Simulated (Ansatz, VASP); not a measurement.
**One calculation of SiO2, two programs**

Contents of INCAR:

```
  PREC = Accurate
  ENCUT = 520
  EDIFF = 1E-7
  ISMEAR = 0
  SIGMA = 0.05
  LREAL = False
  LASPH = True
  NELM = 100
  ALGO = Normal
  ISIF = 2
  LWAVE = False
  LCHARG = True
  GGA = PE
  LELF = True
  LVHAR = True
  NBANDS = 25
```

KPOINTS

```
regular mesh
0
Gamma
  6 6 8
```

POSCAR

```
SiO2
1.0
    4.2358788266      0.0000000000      0.0000000000
    0.0000000000      4.5323903445      0.0000000000
    0.0000000000      0.0000000000      2.6897743046
Si O
2 4
Direct
    0.5000000000      0.5000000000      0.5000000000
    0.0000000000      0.0000000000      0.0000000000
    0.7302721762      0.6557534092      0.0000000000
    0.2302721762      0.8442465908      0.5000000000
    0.2697278238      0.3442465908      0.0000000000
    0.7697278238      0.1557534092      0.5000000000
```

Input for Ansatz:

```yaml
crystal:
  lattice:
    - [4.2358788266, 0.0, 0.0]
    - [0.0, 4.5323903445, 0.0]
    - [0.0, 0.0, 2.6897743046]
  atoms:
    - { symbol: Si, position: [0.5, 0.5, 0.5] }
    - { symbol: Si, position: [0.0, 0.0, 0.0] }
    - { symbol: O, position: [0.7302721762, 0.6557534092, 0.0] }
    - { symbol: O, position: [0.2302721762, 0.8442465908, 0.5] }
    - { symbol: O, position: [0.2697278238, 0.3442465908, 0.0] }
    - { symbol: O, position: [0.7697278238, 0.1557534092, 0.5] }
basis:
  ecutwfc: 520.0
kpoints:
  mp_grid: { grid: [6, 6, 8] }
hamiltonian:
  xc: pbe
  pseudopotentials: { kind: paw, azcp: { folder: soft_1 } }
scf:
  occupations: { method: gaussian, width: 0.05 }
output:
  forces: true
  stress: true
  eigenvalues: true
```

Change from the starting cell: mode 4 frozen in at +0.223 Å, normal strain along y +0.0700.

Alike in both runs: task single point; functional PBE; k mesh 6 × 6 × 8; occupations gaussian, width 0.05 eV; no spin polarisation.

|  | VASP | Ansatz |
| --- | --- | --- |
| version | VASP 6.6.1 | Ansatz 0.2.0 |
| potentials or method | VASP PAW PBE potentials, release 64 (Si, O), cutoff 520 eV | scalar-relativistic, plane waves, PAW |
| valence electrons in the cell | 32 | 32 |

Ansatz gave:

- gap on the k mesh at the Fermi level (eV): 4.47
- least direct gap on the mesh (eV): 4.55
- pressure (GPa): -18.1
- traceless stress, the component that is largest in VASP (GPa): 3.73
- rms of the force components (eV/Å): 0.533

Q: What did VASP give for the same quantities?

A: gap on the k mesh at the Fermi level (eV): 4.44; least direct gap on the mesh (eV): 4.52; pressure (GPa): -17.8; traceless stress, the component that is largest in VASP (GPa): 4.25; rms of the force components (eV/Å): 0.525.

Atom by atom the forces differ by 0.013 eV/Å (rms over components). The functional is the same, so the differences come from potentials, cutoffs and numerics.
